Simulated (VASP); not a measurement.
Runs of VASP 6.6.1 on GaP. The structure is that of space group I-4m2 (No. 119), or close to it. The cells are those of the table. 

| cell | gap on the mesh (eV) | pressure (GPa) |
| --- | --- | --- |
| a = 3.854, b = 4.001, c = 4.001 Å, angles 57.6, 61.2, 61.2°, 2 atoms | 1.05 | -3.0 |
| a = 3.854, b = 4.051, c = 4.051 Å, angles 56.8, 61.6, 61.6°, 2 atoms | (a) | -4.4 |
| a = 3.854, b = 4.026, c = 4.026 Å, angles 57.2, 61.4, 61.4°, 2 atoms | (b) | -3.7 |
| a = 3.854, b = 3.666, c = 3.666 Å, angles 63.4, 58.3, 58.3°, 2 atoms | 0.44 | 13.5 |
| a = 3.854, b = 3.759, c = 3.759 Å, angles 61.7, 59.2, 59.2°, 2 atoms | 1.06 | 7.3 |
| a = 3.854, b = 3.712, c = 3.712 Å, angles 62.5, 58.7, 58.7°, 2 atoms | 0.75 | 10.3 |

Alike in all rows: task single point; level PBE; potentials or basis VASP PAW PBE potentials, release 64 (Ga_d, P); no spin polarisation; k mesh 8 × 8 × 8; cutoff (eV) 520; smearing gaussian 0.05 eV.

Problem. Estimate the missing entries.

Solution. (a) 0.78; (b) 0.91.

A k mesh can miss the band edges, and the runs leave out spin-orbit coupling on Ga.
